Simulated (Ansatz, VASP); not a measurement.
## Two plane-wave programs on Re

Contents of POSCAR:

```
Re
1.0
    2.7790839766      0.0000000000      0.0000000000
   -1.3895419883      2.4067573230      0.0000000000
    0.0000000000      0.0000000000      4.4877253638
Re
2
Direct
    0.6666666667      0.3333333333      0.7500000000
    0.3333333333      0.6666666667      0.2500000000
```

File INCAR.step1:

```
SYSTEM = Re
PREC = Accurate
ENCUT = 520
ISMEAR = -1
SIGMA = 0.05
LREAL = .False.
LASPH = .True.
NELM = 60
NBANDS = 14
GGA = PE
ALGO = Normal
EDIFF = 1E-4
LWAVE = .True.
LCHARG = .False.
```

File INCAR.step2:

```
SYSTEM = Re
PREC = Accurate
ENCUT = 520
EDIFF = 1E-6
ISMEAR = -1
SIGMA = 0.05
LREAL = .False.
LASPH = .True.
NELM = 60
ALGO = Normal
ISIF = 2
LWAVE = .False.
LCHARG = .False.
METAGGA = R2SCAN
LMIXTAU = .True.
NBANDS = 14
ISTART = 1
```

KPOINTS

```
Automatic mesh
0
Gamma
  11 11 6
  0 0 0
```

Contents of input.yaml:

```yaml
crystal:
  lattice:
    - [2.7790839766, 0.0, 0.0]
    - [-1.3895419883, 2.406757323, 0.0]
    - [0.0, 0.0, 4.4877253638]
  atoms:
    - { symbol: Re, position: [0.6666666667, 0.3333333333, 0.75] }
    - { symbol: Re, position: [0.3333333333, 0.6666666667, 0.25] }
hamiltonian:
  xc: r2scan
  pseudopotentials: { kind: paw }
kpoints:
  mp_grid: { grid: [11, 11, 6] }
scf:
  occupations: { method: fermi_dirac, width: 0.05 }
output:
  forces: true
  stress: true
  eigenvalues: true
  write_density: true
  write_potential: true
  elf: true
  volumetric_format: npy
```

Alike in both runs: task single point; functional r2SCAN; k mesh 11 × 11 × 6; occupations fermi-dirac, width 0.05 eV; no spin polarisation.

|  | VASP | Ansatz |
| --- | --- | --- |
| version | VASP 6.6.1 | Ansatz 0.2.0 |
| potentials or method | VASP PAW PBE potentials, release 64 (Re) | Ansatz PAW |
| plane-wave cutoff (eV) | 520 | 500 |
| valence electrons in the cell | 14 | 30 |

|  | VASP | Ansatz | Ansatz less VASP |
| --- | --- | --- | --- |
| gap on the k mesh at the Fermi level (eV) | none | none | - |
| pressure (GPa) | -7.8 | -7.7 | +0.10 |
| traceless stress, the component that is largest in VASP (GPa) | 0.60 | 0.74 | +0.143 |

VASP's potentials were made for PBE, not for r2SCAN. A gap of «none» marks a metal or a gap that the smearing closes. VASP's potentials hold 14 valence electrons a cell and Ansatz's 30, so a difference there can come from the potentials and not from the codes.

Spin-orbit coupling is off throughout.
